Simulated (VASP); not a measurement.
Wanted: the native input for a VASP 6.6.1 run.

```
Task                   : single point
Functional             : PBE
Potentials or basis    : VASP PAW PBE potentials, release 64 (K_sv, Cl)
Cutoff                 : 520 eV
k mesh                 : 6 × 6 × 6
Occupations            : gaussian, width 0.01 eV
Spin                   : no spin polarisation
Dipole correction      : no
Further INCAR settings : ALGO = Normal; EDIFF = 1e-06; NBANDS = 15
```

The structure of KCl lies in POSCAR:

```
KCl
1.0
    0.0000000000      3.1448753708      3.1448753708
    3.1448753708      0.0000000000      3.1448753708
    3.1448753708      3.1448753708      0.0000000000
K Cl
1 1
Direct
    0.0000000000      0.0000000000      0.0000000000
    0.5000000000      0.5000000000      0.5000000000
```

The input as run:

INCAR

```
PREC     = Accurate       # precision mode
ENCUT    = 520            # plane-wave cutoff, eV
EDIFF    = 1E-6           # SCF threshold, eV
ISMEAR   = 0              # smearing method
SIGMA    = 0.01           # smearing width, eV
LREAL    = F              # projectors in reciprocal space
LASPH    = T              # aspherical terms in the spheres
NELM     = 60             # most SCF steps
ALGO     = Normal         # electronic algorithm
ISIF     = 2              # what is computed and relaxed
LWAVE    = F              # write WAVECAR
LCHARG   = T              # write CHGCAR
GGA      = PE             # functional
LELF     = T              # ELF
LVHAR    = T            
NBANDS   = 15             # bands
```

KPOINTS

```
Automatic mesh
0
Gamma
  6 6 6
```

Potentials or basis: VASP PAW PBE potentials, release 64 (K_sv, Cl).

The run is started by

```console
$ cat potpaw_PBE.64/K_sv/POTCAR potpaw_PBE.64/Cl/POTCAR > POTCAR
$ mpirun -np 1 vasp_std > vasp.out
```

It gave:

* Pressure: 0.8 GPa
* Band gap on the k mesh: 5.19 eV

It took 30 s on 1 thread of Intel Xeon 8259CL, with other jobs on the host, peak memory 0.2 GiB.
